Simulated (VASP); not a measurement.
Input of a VASP 6.6.1 run:

File INCAR:

```
PREC     = Accurate       # precision mode
ENCUT    = 520            # plane-wave cutoff, eV
EDIFF    = 1E-6           # SCF threshold, eV
ISMEAR   = -1             # smearing method
SIGMA    = 0.1            # smearing width, eV
LREAL    = F              # projectors in reciprocal space
LASPH    = T              # aspherical terms in the spheres
NELM     = 60             # most SCF steps
ALGO     = Normal         # electronic algorithm
ISIF     = 2              # what is computed and relaxed
LWAVE    = F              # write WAVECAR
LCHARG   = F              # write CHGCAR
GGA      = B5             # functional
ALDAX    = 1.0          
AGGAX    = 1.0          
AGGAC    = 1.0          
ALDAC    = 0.0          
ISYM     = 0            
NBANDS   = 20             # bands
```

Contents of KPOINTS:

```
regular mesh
0
Gamma
  12 12 8
```

File POSCAR:

```
Ga
1.0
   -2.6826970395      2.4707052075      1.4554475435
    2.4707052075     -2.6826970395      1.4554475435
    3.0850198804      3.0850198804     -1.8437109720
Ga
2
Direct
    0.9901287980      0.0098712020      0.0000000000
    0.7598712020      0.2401287980      0.5000000000
```

Potentials or basis: VASP PAW PBE potentials, release 64 (Ga_d).

Run with:

```console
$ cat potpaw_PBE.64/Ga_d/POTCAR > POTCAR
$ mpirun -np 1 vasp_std > vasp.out
```

Problem. Estimate the band gap on the k mesh.

Solution. Zero (bands 13 and 14 overlap by 6.81 eV).

Problem. Estimate the pressure.

Solution. -0.1 GPa.

Caveat: the PAW data sets were made with another functional, which shifts forces and pressure a little.
